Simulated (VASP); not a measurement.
# W (I4/mmm) in VASP: a series of runs

The runs below take W through single point, with PBE.

Program: VASP 6.6.1. These are calculated values, not measurements. Logs are shortened: lines on timing, memory, paths and dates and some standing lists are left out, and cuts for length are marked.

**1. The cell of the first run**

It takes space group I4/mmm (No. 139, tetragonal). The conventional cell has a = 3.067 Å, b = 3.067 Å, c = 3.450 Å, α = 90.00°, β = 90.00°, γ = 90.00°. W (site symmetry 4/mmm) has 14 W at 2.77 to 3.45 Å within 3.7 Å.

**2. Single point, PBE (strain -0.040 along x and y, +0.080 along z)**

Input file INCAR:

```
SYSTEM = W
PREC = Accurate ; ENCUT = 520
EDIFF = 1E-7 ; ISMEAR = 0
SIGMA = 0.15 ; LREAL = .FALSE.
LASPH = .TRUE. ; NELM = 60
ALGO = Fast ; ISIF = 2
LWAVE = .FALSE. ; LCHARG = .FALSE.
GGA = PE ; NBANDS = 13
```

Input file KPOINTS:

```
Automatic mesh
0
G
  20 20 20
  0 0 0
```

Input file POSCAR:

```
W
1.0
   -1.5334080000      1.5334080000      1.7250840000
    1.5334080000     -1.5334080000      1.7250840000
    1.5334080000      1.5334080000     -1.7250840000
W
1
Direct
    0.0000000000      0.0000000000      0.0000000000
```

Potentials or basis: VASP PAW PBE potentials, release 64 (W_sv).

On the command line:

```sh
cat potpaw_PBE.64/W_sv/POTCAR > POTCAR
mpirun -np 1 vasp_std > vasp.out
```

OUTCAR:

```text
SYSTEM = W
   PREC = Accurate
   ENCUT = 520
   EDIFF = 1E-7
   ISMEAR = 0
   LREAL = .FALSE.
   LASPH = .TRUE.
   NELM = 60
   ISIF = 2
   GGA = PE

 ion  position               nearest neighbor table
   1  0.000  0.000  0.000-

  LATTYP: Found a body centered tetragonal cell.
 ALAT       =     3.0668160000
 C/A-ratio  =     1.1250000000

  Lattice vectors:

 A1 = (  -1.5334080000,   1.5334080000,   1.7250840000)
 A2 = (   1.5334080000,  -1.5334080000,   1.7250840000)
 A3 = (   1.5334080000,   1.5334080000,  -1.7250840000)

Analysis of symmetry for initial positions (statically):
=====================================================================
 Subroutine PRICEL returns:
 Original cell was already a primitive cell.

 Routine SETGRP: Setting up the symmetry group for a
 body centered tetragonal supercell.

 Subroutine GETGRP returns: Found 16 space group operations
 (whereof 16 operations were pure point group operations)
 out of a pool of 16 trial point group operations.

The static configuration has the point symmetry D_4h.

Analysis of symmetry for dynamics (positions and initial velocities):
=====================================================================
 Subroutine PRICEL returns:
 Original cell was already a primitive cell.

 Routine SETGRP: Setting up the symmetry group for a
 body centered tetragonal supercell.

 Subroutine GETGRP returns: Found 16 space group operations
 (whereof 16 operations were pure point group operations)
 out of a pool of 16 trial point group operations.

The dynamic configuration has the point symmetry D_4h.

 Subroutine INISYM returns: Found 16 space group operations
 (whereof 16 operations are pure point group operations),
 and found     1 'primitive' translations

----------------------------------------------------------------------------------------

                                     Primitive cell

  volume of cell :      16.2250

  direct lattice vectors                    reciprocal lattice vectors
    -1.533408000  1.533408000  1.725084000     0.000000000  0.326071078  0.289840958
     1.533408000 -1.533408000  1.725084000     0.326071078  0.000000000  0.289840958
     1.533408000  1.533408000 -1.725084000     0.326071078  0.326071078  0.000000000

  length of vectors
     2.771027787  2.771027787  2.771027787     0.436268414  0.436268414  0.461134141

  position of ions in fractional coordinates (direct lattice)
     0.000000000  0.000000000  0.000000000

  ion indices of the primitive-cell ions
   primitive index   ion index
                 1           1

----------------------------------------------------------------------------------------

 KPOINTS: Automatic mesh

Automatic generation of k-mesh.
 Grid dimensions read from file:
 generate k-points for:   20   20   20

 Generating k-lattice:

  Cartesian coordinates                     Fractional coordinates (reciprocal lattice)
     0.000000000  0.016303554  0.014492048     0.050000000  0.000000000  0.000000000
     0.016303554  0.000000000  0.014492048     0.000000000  0.050000000  0.000000000
     0.016303554  0.016303554  0.000000000     0.000000000  0.000000000  0.050000000

  Length of vectors
     0.021813421  0.021813421  0.023056707

  Shift w.r.t. Gamma in fractional coordinates (k-lattice)
     0.000000000  0.000000000  0.000000000

 Subroutine IBZKPT returns following result:
 ===========================================

 Found    641 irreducible k-points:

 Following reciprocal coordinates:
            Coordinates               Weight
  0.000000  0.000000  0.000000      1.000000
  0.050000  0.000000 -0.000000      8.000000
  0.100000  0.000000 -0.000000      8.000000
  0.150000  0.000000  0.000000      8.000000
  0.200000  0.000000 -0.000000      8.000000
  0.250000 -0.000000  0.000000      8.000000
[... 16 lines left out ...]
 -0.400000  0.050000  0.000000     16.000000
 -0.350000  0.050000  0.000000     16.000000
 [... further k-points ...]
   k-points           NKPTS =    641   k-points in BZ     NKDIM =    641   number of bands    NBANDS=     13
   number of dos      NEDOS =    301   number of ions     NIONS =      1
   total plane-waves  NPLWV =  13824
   dimension x,y,z NGX =    24 NGY =   24 NGZ =   24
   dimension x,y,z NGXF=    48 NGYF=   48 NGZF=   48
   ions per type =               1
   NGX,Y,Z   is equivalent  to a cutoff of  14.40, 14.40, 14.40 a.u.
   NGXF,Y,Z  is equivalent  to a cutoff of  28.80, 28.80, 28.80 a.u.
 SYSTEM =  W
   PREC   = accura    normal or accurate (medium, high low for compatibility)
   ISTART =      0    job   : 0-new  1-cont  2-samecut
   ICHARG =      2    charge: 1-file 2-atom 10-const
   ISPIN  =      1    spin polarized calculation?
   LNONCOLLINEAR =      F non collinear calculations
   LSORBIT =      F    spin-orbit coupling
   LASPH  =      T    aspherical Exc in radial PAW
   ENCUT  =  520.0 eV  38.22 Ry    6.18 a.u.   5.15  5.15  5.15*2*pi/ulx,y,z
   NELM   =     60;   NELMIN=  2; NELMDL= -5     # of ELM steps
   EDIFF  = 0.1E-06   stopping-criterion for ELM
   LREAL  =      F    real-space projection
   EDIFFG = 0.1E-05   stopping-criterion for IOM
   NSW    =      0    number of steps for IOM
   IBRION =     -1    ionic relax: 0-MD 1-quasi-New 2-CG
   NFREE  =      0    steps in history (QN), initial steepest desc. (CG)
   ISIF   =      2    stress and relaxation
   ISYM   =      2    0-nonsym 1-usesym 2-fastsym
   POTIM  = 0.5000    time-step for ionic-motion
   TEBEG  =    0.0;   TEEND  =   0.0 temperature during run
   PSTRESS=    0.0 pullay stress
   NELECT =      14.0000    total number of electrons
   NUPDOWN=      -1.0000    fix difference up-down
   EMIN   =  10.00;   EMAX   =-10.00  energy-range for DOS
   EFERMI =   0.00;   METHOD = LEGACY
   ISMEAR =     0;   SIGMA  =   0.15  broadening in eV -4-tet -1-fermi 0-gaus
   EFERMI_NEDOS =   21; number of points for ismear=-14 and -15
   IALGO  =     68    algorithm
   IMIX   =      4    mixing-type and parameters
     AMIX     =   0.40;   BMIX     =  1.00
     AMIX_MAG =   1.60;   BMIX_MAG =  1.00
  volume/ion in A,a.u.               =      16.23       109.49
  Fermi-wavevector in a.u.,A,eV,Ry     =   1.558556  2.945243 33.049848  2.429095
  Thomas-Fermi vector in A             =   2.662043
   LORBIT       =      0    0 simple, 1 ext, 2 COOP (PROOUT), +10 PAW based schemes
   GGA     = PE    functional components
   LHFCALC =     F    Hartree Fock is set to
   AEXX    =    0.0000 exact exchange contribution
   IVDW    =     0    specifies the selected vdW correction
   LEPSILON=     F    determine dielectric tensor
   LRPA    =     F    only Hartree local field effects (RPA)
 non-spin polarized calculation
 RMM-DIIS sequential band-by-band and
 Gauss-broadening in eV      SIGMA  =   0.15
  energy-cutoff  :      520.00
  volume of cell :       16.23
 maximum number of plane-waves:       449
 NGX is ok and might be reduce to    24
   NGX = 11   NGY = 11   NGZ = 11

 number of electron      13.9999999 magnetization

 Free energy of the ion-electron system (eV)
  ---------------------------------------------------
  ext. energy  EPLUGINS =         0.00000000
  ---------------------------------------------------
  free energy    TOTEN  =       -12.83081500 eV

  energy without entropy =      -12.82436081  energy(sigma->0) =      -12.82758790

 E-fermi :  11.1123     XC(G=0): -13.5072

 val. band max:       11.1103172196   @ k =  -0.1500   0.0500  -0.0000
 cond. band min:      11.1136039061   @ k =   0.4500   0.0000   0.0000
 fundamental gap:      0.0032866865
 Fermi energy:        11.1122536301

 k-point     1 :       0.0000    0.0000    0.0000
  band No.  band energies     occupation
      1     -63.0904      2.00000
      2     -26.6986      2.00000
      3     -26.6834      2.00000
      4     -26.6834      2.00000
      5       1.6015      2.00000
      6       9.6082      2.00000
      7       9.6082      2.00000
      8      10.9870      1.76226
      9      12.2394      0.00000
     10      14.0420      0.00000
     11      24.3468      0.00000
     12      26.4449      0.00000
     13      26.4449      0.00000

 k-point     2 :       0.0500    0.0000   -0.0000
  band No.  band energies     occupation
      1     -63.0875      2.00000
      2     -26.7239      2.00000
      3     -26.6918      2.00000
      4     -26.6900      2.00000
      5       1.7159      2.00000
      6       9.5983      2.00000
      7       9.6439      2.00000
      8      10.9913      1.74591
      9      12.1824      0.00000
     10      13.9839      0.00000
     11      24.5662      0.00000
     12      26.5581      0.00000
     13      26.6384      0.00000

 k-point     3 :       0.1000    0.0000   -0.0000
  band No.  band energies     occupation
      1     -63.0792      2.00000
      2     -26.8138      2.00000
      3     -26.7161      2.00000
      4     -26.6918      2.00000
      5       2.0492      2.00000
      6       9.5515      2.00000
      7       9.6909      2.00000
      8      11.0738      1.28276
      9      12.0541      0.00000
     10      13.8442      0.00000
     11      25.1269      0.00000
     12      26.8185      0.00000
     13      27.2054      0.00000

 k-point     4 :       0.1500    0.0000    0.0000
  band No.  band energies     occupation
      1     -63.0663      2.00000
      2     -26.9535      2.00000
      3     -26.7538      2.00000
      4     -26.6928      2.00000
      5       2.5695      2.00000
      6       9.4358      2.00000
      7       9.6214      2.00000
      8      11.3857      0.00994
      9      11.9554      0.00000
     10      13.6929      0.00000
     11      25.6831      0.00000
     12      27.0626      0.00000
     13      28.1100      0.00000

 k-point     5 :       0.2000    0.0000   -0.0000
  band No.  band energies     occupation
      1     -63.0500      2.00000
      2     -27.1264      2.00000
      3     -26.8009      2.00000
      4     -26.6938      2.00000
      5       3.2169      2.00000
      6       9.2676      2.00000
      7       9.4123      2.00000
      8      11.9602      0.00000
      9      11.9747      0.00000
     10      13.5934      0.00000
     11      25.5714      0.00000
     12      27.3754      0.00000
     13      29.3045      0.00000
[... 257 lines left out ...]
 k-point    22 :      -0.4500    0.0500    0.0000
  band No.  band energies     occupation
      1     -62.9780      2.00000
      2     -27.8273      2.00000
      3     -27.0079      2.00000
      4     -26.7132      2.00000
      5       5.0634      2.00000
      6       8.3364      2.00000
      7      10.6056      2.00000
      8      12.1841      0.00000
      9      14.4838      0.00000
     10      16.2635      0.00000
     11      21.9893      0.00000
     12      23.3005      0.00000
     13      29.1902      0.00000

 k-point    23 :      -0.4000    0.0500    0.0000
  band No.  band energies     occupation
      1     -62.9886      2.00000
      2     -27.7279      2.00000
      3     -26.9762      2.00000
      4     -26.7143      2.00000
      5       4.9981      2.00000
      6       8.4851      2.00000
      7       9.9386      2.00000
      8      12.1432      0.00000
      9      14.3026      0.00000
     10      15.3681      0.00000
     11      22.8805      0.00000
     12      24.0686      0.00000
     13      30.5414      0.00000

 k-point    24 :      -0.3500    0.0500    0.0000
  band No.  band energies     occupation
      1     -63.0031      2.00000
      2     -27.5878      2.00000
      3     -26.9327      2.00000
      4     -26.7147      2.00000
      5       4.7746      2.00000
      6       8.7016      2.00000
      7       9.3714      2.00000
      8      12.0769      0.00000
      9      14.0235      0.00000
     10      14.3801      0.00000
     11      23.8139      0.00000
     12      25.2800      0.00000
     13      32.2261      0.00000

 [... further k-points ...]

------------------------ aborting loop because EDIFF is reached ----------------------------------------

  FORCE on cell =-STRESS in cart. coord.  units (eV):
  Direction    XX          YY          ZZ          XY          YZ          ZX
  --------------------------------------------------------------------------------------
  -------------------------------------------------------------------------------------
  Total        1.0062827      1.0062827     -1.8323152      0.0000000      0.0000000      0.0000000
  in kB       99.3676224     99.3676224   -180.9360342      0.0000000      0.0000000      0.0000000
  external PRESSURE =       5.9330702 kB  Pullay stress =       0.0000000 kB

 VOLUME and BASIS-vectors are now :
 -----------------------------------------------------------------------------
  energy-cutoff  :      520.00
  volume of cell :       16.23
      direct lattice vectors                 reciprocal lattice vectors
    -1.533408000  1.533408000  1.725084000     0.000000000  0.326071078  0.289840958
     1.533408000 -1.533408000  1.725084000     0.326071078  0.000000000  0.289840958
     1.533408000  1.533408000 -1.725084000     0.326071078  0.326071078  0.000000000

 POSITION                                       TOTAL-FORCE (eV/Angst)
 -----------------------------------------------------------------------------------
      0.00000      0.00000      0.00000         0.000000      0.000000      0.000000
 -----------------------------------------------------------------------------------
    total drift:                                0.000000      0.000000     -0.000000

  FREE ENERGIE OF THE ION-ELECTRON SYSTEM (eV)
  ---------------------------------------------------
  free  energy   TOTEN  =       -12.8308150025 eV

  energy  without entropy=      -12.8243608066  energy(sigma->0) =      -12.82758790
```

It took 1.9 min on 1 thread of Intel Xeon Platinum 8259CL at 2.50GHz (Skylake/Cascade Lake), shared host; peak memory 0.24 GiB.

What came out:

- Free energy: -12.8308 eV
- Pressure: 0.6 GPa
- Band gap on the k mesh: zero (bands 7 and 8 overlap by 5.66 eV)

Levels at points of the mesh, in eV from the Fermi level:
```tsv
k point	band 4	band 5	band 6	band 7	band 8	band 9	band 10	band 11
(0.00, 0.00, 0.00)	-37.80	-9.51	-1.50	-1.50	-0.13	1.13	2.93	13.23
(0.50, 0.00, 0.00)	-37.81	-6.14	-2.86	0.36	0.88	3.38	5.66	10.38
(0.50, 0.50, 0.00)	-37.90	-6.10	-4.33	1.24	3.35	3.75	6.10	11.17
(0.50, 0.50, 0.50)	-38.52	-5.81	-5.47	4.72	5.19	5.19	6.03	9.14
```

Caveat: the cell differs from its parent crystal (strain -0.040 along x and y, +0.080 along z); spin-orbit coupling is left out, which moves the levels of the heavy elements.

**3. Single point, PBE (strain +0.040 along x and y, -0.080 along z)**

Input file INCAR:

```
PREC = Accurate
ENCUT = 520
EDIFF = 1E-6
ISMEAR = 0
SIGMA = 0.15
LREAL = F
LASPH = T
NELM = 100
ALGO = Normal
ISIF = 2
LWAVE = F
LCHARG = F
GGA = PE
NBANDS = 13
```

Input file KPOINTS:

```
Automatic mesh
0
Gamma
  20 20 20
```

Input file POSCAR:

```
W
1.0
   -1.6611920000      1.6611920000      1.4695160000
    1.6611920000     -1.6611920000      1.4695160000
    1.6611920000      1.6611920000     -1.4695160000
W
1
Direct
    0.0000000000      0.0000000000      0.0000000000
```

Potentials or basis: VASP PAW PBE potentials, release 64 (W_sv).

On the command line:

```sh
cat potpaw_PBE.64/W_sv/POTCAR > POTCAR
mpirun -np 1 vasp_std > vasp.out
```

Run time: 90 s. Hardware: 1 thread of Intel Xeon Platinum 8259CL at 2.50GHz (Skylake/Cascade Lake), shared host; peak memory 0.25 GiB.

It converged, with:

```
Free energy            : -12.7982 eV
Pressure               : 1.3 GPa
Band gap on the k mesh : zero (bands 7 and 8 overlap by 6.09 eV)
```

Stress tensor (GPa, compression positive):
```
-11.03   0.00   0.00
  0.00 -11.03   0.00
  0.00   0.00  25.90
```

Levels at points of the mesh, in eV from the Fermi level:
```
           k point  band 4  band 5  band 6  band 7  band 8  band 9  band 10  band 11
(0.00, 0.00, 0.00)  -37.71   -9.50   -2.16   -0.45   -0.45    0.94     3.17    13.83
(0.50, 0.00, 0.00)  -37.86   -6.08   -3.91    1.02    2.01    4.29     5.86    11.06
(0.50, 0.50, 0.00)  -37.76   -6.17   -2.18    0.01    0.67    2.37     5.74    10.12
(0.50, 0.50, 0.50)  -38.35   -5.78   -5.50    4.92    4.92    5.38     6.99     6.99
```

Caveat: the cell differs from its parent crystal (strain +0.040 along x and y, -0.080 along z); spin-orbit coupling is left out, which moves the levels of the heavy elements.
